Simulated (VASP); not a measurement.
# Au (P6/mmm) in VASP: notebook

Runs on Au. Level: PBE. Tasks: single point, relaxation of shape and atoms at fixed volume.

Program: VASP 6.6.1. These are calculated values, not measurements. Logs are shortened: lines on timing, memory, paths and dates and some standing lists are left out, and cuts for length are marked.

## 1. The cell of the first run

The structure is hexagonal, space group P6/mmm (No. 191). Conventional cell: a = 2.615 Å, b = 2.615 Å, c = 2.549 Å, α = 90.00°, β = 90.00°, γ = 120.00°. Au (site symmetry 6/mmm) has 8 Au at 2.55 to 2.61 Å within 3.4 Å.

## 2. Single point, PBE

INCAR reads:

```
SYSTEM = Au
ALGO = Normal
EDIFF = 1E-6
ENCUT = 520
GGA = PE
ISIF = 2
ISMEAR = -1
LASPH = .TRUE.
LCHARG = .FALSE.
LREAL = .FALSE.
LWAVE = .FALSE.
NBANDS = 12
NELM = 100
PREC = Accurate
SIGMA = 0.08
```

KPOINTS reads:

```
k-points
0
G
  15 15 14
  0 0 0
```

POSCAR reads:

```
Au
1.0
    2.6145359823      0.0000000000      0.0000000000
   -1.3072679911      2.2642545798      0.0000000000
    0.0000000000      0.0000000000      2.5488900376
Au
1
Direct
    0.0000000000      0.0000000000      0.0000000000
```

Potentials or basis: VASP PAW PBE potentials, release 64 (Au).

On the command line:

```sh
cat potpaw_PBE.64/Au/POTCAR > POTCAR
mpirun -np 1 vasp_std > vasp.out
```

OUTCAR:

```text
SYSTEM = Au
   EDIFF = 1E-6
   ENCUT = 520
   GGA = PE
   ISIF = 2
   ISMEAR = -1
   LASPH = .TRUE.
   LREAL = .FALSE.
   NELM = 100
   PREC = Accurate

 ion  position               nearest neighbor table
   1  0.000  0.000  0.000-

  LATTYP: Found a hexagonal cell.
 ALAT       =     2.6145359823
 C/A-ratio  =     0.9748919330

  Lattice vectors:

 A1 = (   2.6145359823,   0.0000000000,   0.0000000000)
 A2 = (  -1.3072679911,   2.2642545798,   0.0000000000)
 A3 = (   0.0000000000,   0.0000000000,   2.5488900376)

Analysis of symmetry for initial positions (statically):
=====================================================================
 Subroutine PRICEL returns:
 Original cell was already a primitive cell.

 Routine SETGRP: Setting up the symmetry group for a
 hexagonal supercell.

 Subroutine GETGRP returns: Found 24 space group operations
 (whereof 24 operations were pure point group operations)
 out of a pool of 24 trial point group operations.

The static configuration has the point symmetry D_6h.

Analysis of symmetry for dynamics (positions and initial velocities):
=====================================================================
 Subroutine PRICEL returns:
 Original cell was already a primitive cell.

 Routine SETGRP: Setting up the symmetry group for a
 hexagonal supercell.

 Subroutine GETGRP returns: Found 24 space group operations
 (whereof 24 operations were pure point group operations)
 out of a pool of 24 trial point group operations.

The dynamic configuration has the point symmetry D_6h.

 Subroutine INISYM returns: Found 24 space group operations
 (whereof 24 operations are pure point group operations),
 and found     1 'primitive' translations

----------------------------------------------------------------------------------------

                                     Primitive cell

  volume of cell :      15.0894

  direct lattice vectors                    reciprocal lattice vectors
     2.614535982  0.000000000  0.000000000     0.382477046  0.220823226  0.000000000
    -1.307267991  2.264254580  0.000000000     0.000000000  0.441646451  0.000000000
     0.000000000  0.000000000  2.548890038     0.000000000  0.000000000  0.392327635

  length of vectors
     2.614535982  2.614535982  2.548890038     0.441646451  0.441646451  0.392327635

  position of ions in fractional coordinates (direct lattice)
[... 72 lines left out ...]
   LNONCOLLINEAR =      F non collinear calculations
   LSORBIT =      F    spin-orbit coupling
   LASPH  =      T    aspherical Exc in radial PAW
   ENCUT  =  520.0 eV  38.22 Ry    6.18 a.u.   4.86  4.86  4.74*2*pi/ulx,y,z
   NELM   =    100;   NELMIN=  2; NELMDL= -5     # of ELM steps
   EDIFF  = 0.1E-05   stopping-criterion for ELM
   LREAL  =      F    real-space projection
   EDIFFG = 0.1E-04   stopping-criterion for IOM
   NSW    =      0    number of steps for IOM
   IBRION =     -1    ionic relax: 0-MD 1-quasi-New 2-CG
   NFREE  =      0    steps in history (QN), initial steepest desc. (CG)
   ISIF   =      2    stress and relaxation
   ISYM   =      2    0-nonsym 1-usesym 2-fastsym
   POTIM  = 0.5000    time-step for ionic-motion
   TEBEG  =    0.0;   TEEND  =   0.0 temperature during run
   PSTRESS=    0.0 pullay stress
   NELECT =      11.0000    total number of electrons
   NUPDOWN=      -1.0000    fix difference up-down
   EMIN   =  10.00;   EMAX   =-10.00  energy-range for DOS
   EFERMI =   0.00;   METHOD = LEGACY
   ISMEAR =    -1;   SIGMA  =   0.08  broadening in eV -4-tet -1-fermi 0-gaus
   EFERMI_NEDOS =   21; number of points for ismear=-14 and -15
   IALGO  =     38    algorithm
   IMIX   =      4    mixing-type and parameters
     AMIX     =   0.40;   BMIX     =  1.00
     AMIX_MAG =   1.60;   BMIX_MAG =  1.00
  volume/ion in A,a.u.               =      15.09       101.83
  Fermi-wavevector in a.u.,A,eV,Ry     =   1.473382  2.784289 29.536274  2.170855
  Thomas-Fermi vector in A             =   2.588282
   LORBIT       =      0    0 simple, 1 ext, 2 COOP (PROOUT), +10 PAW based schemes
   GGA     = PE    functional components
[... 5 lines left out ...]
 non-spin polarized calculation
  energy-cutoff  :      520.00
  volume of cell :       15.09
 maximum number of plane-waves:       423
 NGX is ok and might be reduce to    20

 number of electron      11.0000001 magnetization

 Free energy of the ion-electron system (eV)
  ---------------------------------------------------
  ext. energy  EPLUGINS =         0.00000000
  ---------------------------------------------------
  free energy    TOTEN  =        -2.53139073 eV

  energy without entropy =       -2.52506848  energy(sigma->0) =       -2.52822961

 E-fermi :  11.5849     XC(G=0): -13.3813

 val. band max:       11.5300444403   @ k =   0.1333   0.1333   0.4286
 cond. band min:      11.5978714454   @ k =   0.2000   0.0667   0.4286
 fundamental gap:      0.0678270051
 Fermi energy:        11.5849267946

 k-point     1 :       0.0000    0.0000    0.0000
  band No.  band energies     occupation
      1       0.4368      2.00000
      2       3.3847      2.00000
      3       6.0686      2.00000
      4       6.0686      2.00000
      5       9.8110      2.00000
      6       9.8110      2.00000
      7      25.3950      0.00000
      8      26.4730      0.00000
      9      32.5328      0.00000
     10      32.5328      0.00000
     11      33.8083      0.00000
     12      39.6166      0.00000
[... 331 lines left out ...]
 k-point    24 :       0.4000    0.2000    0.0000
  band No.  band energies     occupation
      1       4.0820      2.00000
      2       4.4796      2.00000
      3       7.0697      2.00000
      4       7.5890      2.00000
      5       8.6624      2.00000
      6      14.1623      0.00000
      7      15.3510      0.00000
      8      20.4102      0.00000
      9      30.2928      0.00000
     10      35.4066      0.00000
     11      35.4968      0.00000
     12      38.5869      0.00000

 [... further k-points ...]
[... 5 lines left out ...]
  --------------------------------------------------------------------------------------
  -------------------------------------------------------------------------------------
  Total        5.7654102      5.7654102      5.7626406      0.0000000      0.0000000      0.0000000
  in kB      612.1668658    612.1668658    611.8727841      0.0000000      0.0000000      0.0000000
  external PRESSURE =     612.0688386 kB  Pullay stress =       0.0000000 kB

 VOLUME and BASIS-vectors are now :
 -----------------------------------------------------------------------------
  energy-cutoff  :      520.00
  volume of cell :       15.09
      direct lattice vectors                 reciprocal lattice vectors
     2.614535982  0.000000000  0.000000000     0.382477046  0.220823226  0.000000000
    -1.307267991  2.264254580  0.000000000     0.000000000  0.441646451  0.000000000
     0.000000000  0.000000000  2.548890038     0.000000000  0.000000000  0.392327635

 POSITION                                       TOTAL-FORCE (eV/Angst)
 -----------------------------------------------------------------------------------
      0.00000      0.00000      0.00000        -0.000000      0.000000      0.000000
 -----------------------------------------------------------------------------------
    total drift:                               -0.000000      0.000000      0.000000

  FREE ENERGIE OF THE ION-ELECTRON SYSTEM (eV)
  ---------------------------------------------------
  free  energy   TOTEN  =        -2.5313907348 eV

  energy  without entropy=       -2.5250684828  energy(sigma->0) =       -2.52822961
```

Wall time 11 s (1 thread of Intel Xeon 6975P-C (Granite Rapids), shared host); peak memory 0.16 GiB.

What came out:

```
Free energy : -2.5314 eV
Pressure    : 61.2 GPa
```

Levels at points of the mesh, in eV from the Fermi level:
```
           k point  band 4  band 5  band 6  band 7  band 8  band 9
(0.00, 0.00, 0.00)   -5.52   -1.77   -1.77   13.81   14.89   20.95
(0.00, 0.00, 0.50)   -3.73   -3.73   -2.55    2.66   17.70   21.17
```

Caveat: spin-orbit coupling is left out, which moves the levels of the heavy elements.

## 3. Single point, PBE

INCAR reads:

```
ALGO = Normal
EDIFF = 1E-6
ENCUT = 520
GGA = PE
ISIF = 2
ISMEAR = -1
LASPH = T
LCHARG = F
LREAL = F
LWAVE = F
NBANDS = 12
NELM = 60
PREC = Accurate
SIGMA = 0.08
```

KPOINTS reads:

```
k-points
0
Gamma
  15 15 14
```

POSCAR is that of step 2.

Potentials or basis: VASP PAW PBE potentials, release 64 (Au).

On the command line:

```sh
cat potpaw_PBE.64/Au/POTCAR > POTCAR
mpirun -np 1 vasp_std > vasp.out
```

Wall time 11 s (1 thread of Intel Xeon 6975P-C (Granite Rapids), shared host); peak memory 0.15 GiB.

Results (log left out):

```
Free energy : -2.5314 eV
Pressure    : 61.2 GPa
```

Levels at points of the mesh, in eV from the Fermi level:
```csv
k point,band 3,band 4,band 5,band 6,band 7,band 8,band 9,band 10
"(0.00, 0.00, 0.00)",-5.52,-5.52,-1.77,-1.77,13.81,14.89,20.95,20.95
"(0.00, 0.00, 0.50)",-5.09,-3.73,-3.73,-2.55,2.66,17.70,21.17,21.46
```

Caveat: spin-orbit coupling is left out, which moves the levels of the heavy elements.

## 4. Single point, PBE

This run uses another cell than the first one, of 9.67 Å³/atom, 0.641 times its volume.

INCAR reads:

```
SYSTEM = Au
ALGO = Normal
EDIFF = 1E-6
ENCUT = 500
GGA = PE
GGA_COMPAT = .False.
ISIF = 2
ISMEAR = -1
LASPH = .True.
LCHARG = .True.
LELF = .True.
LREAL = .False.
LVHAR = .True.
LWAVE = .False.
NBANDS = 16
NELM = 120
PREC = Accurate
SIGMA = 0.08
```

KPOINTS reads:

```
k-points
0
Gamma
  15 15 14
  0 0 0
```

POSCAR reads:

```
Au
1.0
    2.2649193392      0.0000000000      0.0000000000
   -1.1324596696      1.9614776852      0.0000000000
    0.0000000000      0.0000000000      2.1772598699
Au
1
Direct
    0.0000000000      0.0000000000      0.0000000000
```

Potentials or basis: VASP PAW PBE potentials, release 64 (Au_sv_GW).

On the command line:

```sh
cat potpaw_PBE.64/Au_sv_GW/POTCAR > POTCAR
mpirun -np 1 vasp_std > vasp.out
```

OUTCAR:

```text
SYSTEM = Au
   EDIFF = 1E-6
   ENCUT = 500
   GGA = PE
   ISIF = 2
   ISMEAR = -1
   LASPH = .True.
   LREAL = .False.
   NELM = 120
   PREC = Accurate

 ion  position               nearest neighbor table
   1  0.000  0.000  0.000-

  LATTYP: Found a hexagonal cell.
 ALAT       =     2.2649193392
 C/A-ratio  =     0.9612968693

  Lattice vectors:

 A1 = (   2.2649193392,   0.0000000000,   0.0000000000)
 A2 = (  -1.1324596696,   1.9614776852,   0.0000000000)
 A3 = (   0.0000000000,   0.0000000000,   2.1772598699)

Analysis of symmetry for initial positions (statically):
=====================================================================
 Subroutine PRICEL returns:
 Original cell was already a primitive cell.

 Routine SETGRP: Setting up the symmetry group for a
 hexagonal supercell.

 Subroutine GETGRP returns: Found 24 space group operations
 (whereof 24 operations were pure point group operations)
 out of a pool of 24 trial point group operations.

The static configuration has the point symmetry D_6h.

Analysis of symmetry for dynamics (positions and initial velocities):
=====================================================================
 Subroutine PRICEL returns:
 Original cell was already a primitive cell.

 Routine SETGRP: Setting up the symmetry group for a
 hexagonal supercell.

 Subroutine GETGRP returns: Found 24 space group operations
 (whereof 24 operations were pure point group operations)
 out of a pool of 24 trial point group operations.

The dynamic configuration has the point symmetry D_6h.

 Subroutine INISYM returns: Found 24 space group operations
 (whereof 24 operations are pure point group operations),
 and found     1 'primitive' translations
[... 98 lines left out ...]
   NFREE  =      0    steps in history (QN), initial steepest desc. (CG)
   ISIF   =      2    stress and relaxation
   ISYM   =      2    0-nonsym 1-usesym 2-fastsym
   POTIM  = 0.5000    time-step for ionic-motion
   TEBEG  =    0.0;   TEEND  =   0.0 temperature during run
   PSTRESS=    0.0 pullay stress
   NELECT =      19.0000    total number of electrons
   NUPDOWN=      -1.0000    fix difference up-down
   EMIN   =  10.00;   EMAX   =-10.00  energy-range for DOS
   EFERMI =   0.00;   METHOD = LEGACY
   ISMEAR =    -1;   SIGMA  =   0.08  broadening in eV -4-tet -1-fermi 0-gaus
   EFERMI_NEDOS =   21; number of points for ismear=-14 and -15
   IALGO  =     38    algorithm
   IMIX   =      4    mixing-type and parameters
     AMIX     =   0.40;   BMIX     =  1.00
     AMIX_MAG =   1.60;   BMIX_MAG =  1.00
  volume/ion in A,a.u.               =       9.67        65.27
  Fermi-wavevector in a.u.,A,eV,Ry     =   2.050268  3.874444 57.193418  4.203598
  Thomas-Fermi vector in A             =   3.053228
   LORBIT       =      0    0 simple, 1 ext, 2 COOP (PROOUT), +10 PAW based schemes
   GGA     = PE    functional components
   LHFCALC =     F    Hartree Fock is set to
   AEXX    =    0.0000 exact exchange contribution
   IVDW    =     0    specifies the selected vdW correction
   LEPSILON=     F    determine dielectric tensor
   LRPA    =     F    only Hartree local field effects (RPA)
 non-spin polarized calculation
  energy-cutoff  :      500.00
  volume of cell :        9.67
 maximum number of plane-waves:       258
 NGX is ok and might be reduce to    18

 number of electron      19.0000000 magnetization

 Free energy of the ion-electron system (eV)
  ---------------------------------------------------
  ext. energy  EPLUGINS =         0.00000000
  ---------------------------------------------------
  free energy    TOTEN  =         5.95343384 eV

  energy without entropy =        5.95820753  energy(sigma->0) =        5.95582069

 E-fermi :  21.5288     XC(G=0): -17.2784

 val. band max:       21.4638517125   @ k =   0.2667   0.2000   0.0000
 cond. band min:      21.5740868437   @ k =   0.4000  -0.0000   0.3571
 fundamental gap:      0.1102351312
 Fermi energy:        21.5288389358

 k-point     1 :       0.0000    0.0000    0.0000
  band No.  band energies     occupation
      1     -87.8082      2.00000
      2     -38.3267      2.00000
      3     -38.3267      2.00000
      4     -38.3070      2.00000
      5       3.8263      2.00000
      6       6.4547      2.00000
[... 433 lines left out ...]
      3     -39.3857      2.00000
      4     -38.0162      2.00000
      5       8.1159      2.00000
      6       8.7566      2.00000
[... 8 lines left out ...]
     15      48.8373      0.00000
     16      54.7432      0.00000

 [... further k-points ...]
[... 5 lines left out ...]
  --------------------------------------------------------------------------------------
  -------------------------------------------------------------------------------------
  Total       34.5873667     34.5873667     34.6438571     -0.0000000     -0.0000000      0.0000000
  in kB     5729.0379827   5729.0379822   5738.3950292     -0.0000000     -0.0000000      0.0000000
  external PRESSURE =    5732.1569980 kB  Pullay stress =       0.0000000 kB

 VOLUME and BASIS-vectors are now :
 -----------------------------------------------------------------------------
  energy-cutoff  :      500.00
  volume of cell :        9.67
      direct lattice vectors                 reciprocal lattice vectors
     2.264919339  0.000000000  0.000000000     0.441516827  0.254909859  0.000000000
    -1.132459670  1.961477685  0.000000000     0.000000000  0.509819718  0.000000000
     0.000000000  0.000000000  2.177259870     0.000000000  0.000000000  0.459292900

 POSITION                                       TOTAL-FORCE (eV/Angst)
 -----------------------------------------------------------------------------------
      0.00000      0.00000      0.00000        -0.000000      0.000000      0.000000
 -----------------------------------------------------------------------------------
    total drift:                               -0.000000      0.000000      0.000000

  FREE ENERGIE OF THE ION-ELECTRON SYSTEM (eV)
  ---------------------------------------------------
  free  energy   TOTEN  =         5.9534338439 eV

  energy  without entropy=        5.9582075320  energy(sigma->0) =        5.95582069
```

stdout:

```text
POSCAR found type information on POSCAR Au
 POSCAR found :  1 types and       1 ions
 scaLAPACK will be used
 LDA part: xc-table for (Slater+PW92), standard interpolation
 POSCAR, INCAR and KPOINTS ok, starting setup
 FFT: planning ... GRIDC
 FFT: planning ... GRID_SOFT
 FFT: planning ... GRID
 WAVECAR not read
 entering main loop
```

It took 28 s on 1 thread of Intel Xeon Platinum 8375C at 2.90GHz (Ice Lake), shared host; peak memory 0.15 GiB.

What came out:

```yaml
Free_energy: 5.9534 eV
Pressure: 573.2 GPa
```

Stress tensor (GPa, compression positive):
```
572.90   0.00   0.00
  0.00 572.90   0.00
  0.00   0.00 573.84
```

Caveat: spin-orbit coupling is left out, which moves the levels of the heavy elements.

## 5. Relaxation of shape and atoms at fixed volume, PBE

This run uses another cell than the first one, of 8.32 Å³/atom, 0.551 times its volume.

INCAR reads:

```
SYSTEM = Au
PREC = Accurate
ENCUT = 500
EDIFF = 1E-7
ISMEAR = -1
SIGMA = 0.08
LREAL = .False.
LASPH = .True.
NELM = 120
ALGO = Normal
ISIF = 4
LWAVE = .False.
LCHARG = .False.
GGA = PE
IBRION = 2
NSW = 50
EDIFFG = -0.005
GGA_COMPAT = .False.
NELMIN = 4
```

KPOINTS reads:

```
Automatic mesh
0
Gamma
  15 15 14
  0 0 0
```

POSCAR reads:

```
Au
1.0
    2.1309686927      0.0000000000      0.0000000000
   -1.0654843464      1.8454730226      0.0000000000
    0.0000000000      0.0000000000      2.1152419976
Au
1
Direct
    0.0000000000      0.0000000000      0.0000000000
```

On the command line:

```sh
cat potpaw_PBE.64/Au_sv_GW/POTCAR > POTCAR
mpirun -np 1 vasp_std > vasp.out
```

Run time: 68 s. Hardware: 1 thread of AMD EPYC 9R45 (Zen 5), shared host; peak memory 0.11 GiB.

The run converged, but its numbers aren't listed here, since they failed a check.

Caveat: spin-orbit coupling is left out, which moves the levels of the heavy elements.
